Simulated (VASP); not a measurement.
Here is a VASP 6.6.1 calculation.

INCAR

```
PREC     = Accurate       # precision mode
ENCUT    = 500            # plane-wave cutoff, eV
EDIFF    = 1E-6           # SCF threshold, eV
ISMEAR   = 1              # smearing method
SIGMA    = 0.05           # smearing width, eV
LREAL    = F              # projectors in reciprocal space
LASPH    = T              # aspherical terms in the spheres
NELM     = 120            # most SCF steps
ALGO     = Normal         # electronic algorithm
ISIF     = 2              # what is computed and relaxed
LWAVE    = F              # write WAVECAR
LCHARG   = T              # write CHGCAR
GGA      = PS             # functional
LELF     = T              # ELF
LVHAR    = T            
NBANDS   = 11             # bands
GGA_COMPAT= F
```

Contents of KPOINTS:

```
Automatic mesh
0
Gamma
  11 11 11
```

POSCAR

```
Ca
1.0
    2.5796578297      0.0000000000      0.0000000000
    0.0000000000      2.5796578297      0.0000000000
    0.0000000000      0.0000000000      2.5796578297
Ca
1
Direct
    0.0000000000      0.0000000000      0.0000000000
```

Potentials or basis: VASP PAW PBE potentials, release 64 (Ca_sv).

The run is started by

```console
$ cat potpaw_PBE.64/Ca_sv/POTCAR > POTCAR
$ mpirun -np 1 vasp_std > vasp.out
```

Q: Estimate the pressure.

A: 43.4 GPa.

Q: Estimate the band gap on the k mesh.

A: Zero (band 5 reaches 6.92 eV, above the bottom of band 6 at 6.15 eV).

Caveat: the PAW data sets were made with another functional, which shifts forces and pressure a little.
